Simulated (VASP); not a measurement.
# Al2Au (Fm-3m) in VASP: settings compared, part 2 of 3

VASP 6.6.1. Earlier steps stand in the parts before.

## (3) Single point, r2SCAN

This run uses another cell than the first one, of 15.24 Å³/atom, 0.846 times its volume.

POSCAR reads:

```
Al2Au
1.0
    0.0000000000      2.8378416515      2.8378416515
    2.8378416515      0.0000000000      2.8378416515
    2.8378416515      2.8378416515      0.0000000000
Au Al
1 2
Direct
    0.0000000000      0.0000000000      0.0000000000
    0.7500000000      0.7500000000      0.7500000000
    0.2500000000      0.2500000000      0.2500000000
```

INCAR.step1 reads:

```
SYSTEM = Al2Au
  ALGO = Normal
  EDIFF = 1E-4
  ENCUT = 520
  GGA = PE
  ISMEAR = -1
  LASPH = .TRUE.
  LCHARG = .FALSE.
  LREAL = .FALSE.
  LWAVE = .TRUE.
  NBANDS = 16
  NELM = 100
  PREC = Accurate
  SIGMA = 0.05
```

INCAR.step2 reads:

```
SYSTEM = Al2Au
  ALGO = Normal
  EDIFF = 1E-6
  ENCUT = 520
  ISIF = 2
  ISMEAR = -1
  ISTART = 1
  LASPH = .TRUE.
  LCHARG = .FALSE.
  LMIXTAU = .TRUE.
  LREAL = .FALSE.
  LWAVE = .FALSE.
  METAGGA = R2SCAN
  NBANDS = 16
  NELM = 100
  PREC = Accurate
  SIGMA = 0.05
```

KPOINTS reads:

```
k-points
0
G
  8 8 8
  0 0 0
```

Potentials or basis: VASP PAW PBE potentials, release 64 (Au, Al).

Run with:

```
$ cat potpaw_PBE.64/Au/POTCAR potpaw_PBE.64/Al/POTCAR > POTCAR
$ cp INCAR.step1 INCAR
$ mpirun -np 1 vasp_std > vasp.out
$ cp INCAR.step2 INCAR
$ mpirun -np 1 vasp_std > vasp.out
```

OUTCAR:

```text
SYSTEM = Al2Au
   EDIFF = 1E-6
   ENCUT = 520
   ISIF = 2
   ISMEAR = -1
   ISTART = 1
   LASPH = .TRUE.
   LREAL = .FALSE.
   METAGGA = R2SCAN
   NELM = 100
   PREC = Accurate

 ion  position               nearest neighbor table
   1  0.000  0.000  0.000-   2 2.46   2 2.46   2 2.46   2 2.46   3 2.46   3 2.46   3 2.46   3 2.46

   2  0.750  0.750  0.750-   1 2.46   1 2.46   1 2.46   1 2.46   3 2.84   3 2.84   3 2.84   3 2.84
                             3 2.84   3 2.84
   3  0.250  0.250  0.250-   1 2.46   1 2.46   1 2.46   1 2.46   2 2.84   2 2.84   2 2.84   2 2.84
                             2 2.84   2 2.84

  LATTYP: Found a face centered cubic cell.
 ALAT       =     5.6756833030

  Lattice vectors:

 A1 = (   0.0000000000,   2.8378416515,   2.8378416515)
 A2 = (   2.8378416515,   0.0000000000,   2.8378416515)
 A3 = (   2.8378416515,   2.8378416515,   0.0000000000)

Analysis of symmetry for initial positions (statically):
=====================================================================
 Subroutine PRICEL returns:
 Original cell was already a primitive cell.

 Routine SETGRP: Setting up the symmetry group for a
 face centered cubic supercell.

 Subroutine GETGRP returns: Found 48 space group operations
 (whereof 48 operations were pure point group operations)
[... 163 lines left out ...]

  energy without entropy =      -64.89165358  energy(sigma->0) =      -64.89396151

 E-fermi :   9.9338     XC(G=0): -12.0698

 val. band max:        9.6260384574   @ k =   0.3750   0.1250   0.0000
 cond. band min:       9.9825092246   @ k =   0.3750   0.1250   0.0000
 fundamental gap:      0.3564707672
 Fermi energy:         9.9337939670

 k-point     1 :       0.0000    0.0000    0.0000
  band No.  band energies     occupation
      1      -2.6230      2.00000
      2       1.8251      2.00000
      3       1.8251      2.00000
      4       1.8251      2.00000
      5       3.0152      2.00000
      6       3.0152      2.00000
[... 433 lines left out ...]
      3       2.2076      2.00000
      4       2.4420      2.00000
      5       2.9924      2.00000
      6       3.3377      2.00000
[... 8 lines left out ...]
     15      19.4849      0.00000
     16      21.6543      0.00000

 [... further k-points ...]
[... 5 lines left out ...]
  --------------------------------------------------------------------------------------
  -------------------------------------------------------------------------------------
  Total        8.4245371      8.4245371      8.4245371      0.0000000      0.0000000     -0.0000000
  in kB      295.2991253    295.2991253    295.2991253      0.0000000      0.0000000     -0.0000000
  external PRESSURE =     295.2991253 kB  Pullay stress =       0.0000000 kB

 VOLUME and BASIS-vectors are now :
 -----------------------------------------------------------------------------
  energy-cutoff  :      520.00
  volume of cell :       45.71
      direct lattice vectors                 reciprocal lattice vectors
     0.000000000  2.837841651  2.837841651    -0.176190239  0.176190239  0.176190239
     2.837841651  0.000000000  2.837841651     0.176190239 -0.176190239  0.176190239
     2.837841651  2.837841651  0.000000000     0.176190239  0.176190239 -0.176190239

 POSITION                                       TOTAL-FORCE (eV/Angst)
 -----------------------------------------------------------------------------------
      0.00000      0.00000      0.00000         0.000000      0.000000      0.000000
      4.25676      4.25676      4.25676        -0.000000     -0.000000     -0.000000
      1.41892      1.41892      1.41892         0.000000      0.000000      0.000000
 -----------------------------------------------------------------------------------
    total drift:                                0.000000     -0.000000     -0.000000

  FREE ENERGIE OF THE ION-ELECTRON SYSTEM (eV)
  ---------------------------------------------------
  free  energy   TOTEN  =       -64.8962694465 eV

  energy  without entropy=      -64.8916535815  energy(sigma->0) =      -64.89396151
```

OUTCAR.step1:

```text
SYSTEM = Al2Au
   EDIFF = 1E-4
   ENCUT = 520
   GGA = PE
   ISMEAR = -1
   LASPH = .TRUE.
[... 683 lines left out ...]
      0.00000      0.00000      0.00000         0.000000      0.000000      0.000000
      4.25676      4.25676      4.25676        -0.000000     -0.000000     -0.000000
      1.41892      1.41892      1.41892         0.000000      0.000000      0.000000
 -----------------------------------------------------------------------------------
    total drift:                                0.000000     -0.000000     -0.000000

  FREE ENERGIE OF THE ION-ELECTRON SYSTEM (eV)
  ---------------------------------------------------
  free  energy   TOTEN  =       -11.2110154922 eV

  energy  without entropy=      -11.2064003826  energy(sigma->0) =      -11.20870794
```

Run time: 57 s. Hardware: 1 thread of AMD EPYC 9R45 (Zen 5), shared host; peak memory 0.15 GiB.

Results:

```yaml
Free_energy: -64.8963 eV
Pressure: 29.5 GPa
```

Levels at points of the mesh, in eV from the Fermi level:
```csv
k point,band 5,band 6,band 7,band 8,band 9,band 10,band 11,band 12,band 13,band 14
"(0.00, 0.00, 0.00)",-6.92,-6.92,2.96,2.96,2.96,4.15,4.93,4.93,4.93,6.71
"(0.50, 0.00, 0.00)",-6.71,-6.71,-6.56,0.12,0.12,4.00,4.59,4.59,5.47,9.83
"(0.50, 0.50, 0.00)",-7.01,-6.46,-6.04,-2.80,-2.80,2.37,2.56,7.91,11.60,11.60
```

Caveat: the PAW data sets were made with another functional, which shifts forces and pressure a little; spin-orbit coupling is left out, which moves the levels of the heavy elements.

## (4) Single point, r2SCAN

This run uses another cell than the first one, of 15.93 Å³/atom, 0.885 times its volume.

POSCAR reads:

```
Al2Au
1.0
    0.0000000000      2.8804277009      2.8804277009
    2.8804277009      0.0000000000      2.8804277009
    2.8804277009      2.8804277009      0.0000000000
Au Al
1 2
Direct
    0.0000000000      0.0000000000      0.0000000000
    0.7500000000      0.7500000000      0.7500000000
    0.2500000000      0.2500000000      0.2500000000
```

INCAR.step1 reads:

```
PREC = Accurate
ENCUT = 520
ISMEAR = -1
SIGMA = 0.05
LREAL = F
LASPH = T
NELM = 100
NBANDS = 16
GGA = PE
ALGO = Normal
EDIFF = 1E-4
LWAVE = T
LCHARG = F
```

INCAR.step2 reads:

```
PREC = Accurate
ENCUT = 520
EDIFF = 1E-7
ISMEAR = -1
SIGMA = 0.05
LREAL = F
LASPH = T
NELM = 100
ALGO = Normal
ISIF = 2
LWAVE = F
LCHARG = F
METAGGA = R2SCAN
LMIXTAU = T
NBANDS = 16
ISTART = 1
```

KPOINTS reads:

```
Automatic mesh
0
Gamma
  8 8 8
```

Run with:

```
$ cat potpaw_PBE.64/Au/POTCAR potpaw_PBE.64/Al/POTCAR > POTCAR
$ cp INCAR.step1 INCAR
$ mpirun -np 1 vasp_std > vasp.out
$ cp INCAR.step2 INCAR
$ mpirun -np 1 vasp_std > vasp.out
```

Wall time 67 s (1 thread of AMD EPYC 9R45 (Zen 5), shared host); peak memory 0.15 GiB.

The run converged. Its results:

- Free energy: -65.2147 eV
- Pressure: 19.6 GPa

Levels at points of the mesh, in eV from the Fermi level:
```
           k point  band 5  band 6  band 7  band 8  band 9  band 10  band 11  band 12  band 13  band 14
(0.00, 0.00, 0.00)   -6.64   -6.64    2.98    2.98    2.98     3.80     4.72     4.72     4.72     6.59
(0.50, 0.00, 0.00)   -6.46   -6.46   -6.34    0.18    0.18     3.96     4.45     4.45     5.07     9.71
(0.50, 0.50, 0.00)   -6.75   -6.22   -5.85   -2.65   -2.65     2.28     2.37     7.95    11.45    11.45
```

Caveat: the PAW data sets were made with another functional, which shifts forces and pressure a little; spin-orbit coupling is left out, which moves the levels of the heavy elements.

(Part 2 of 3 ends here.)
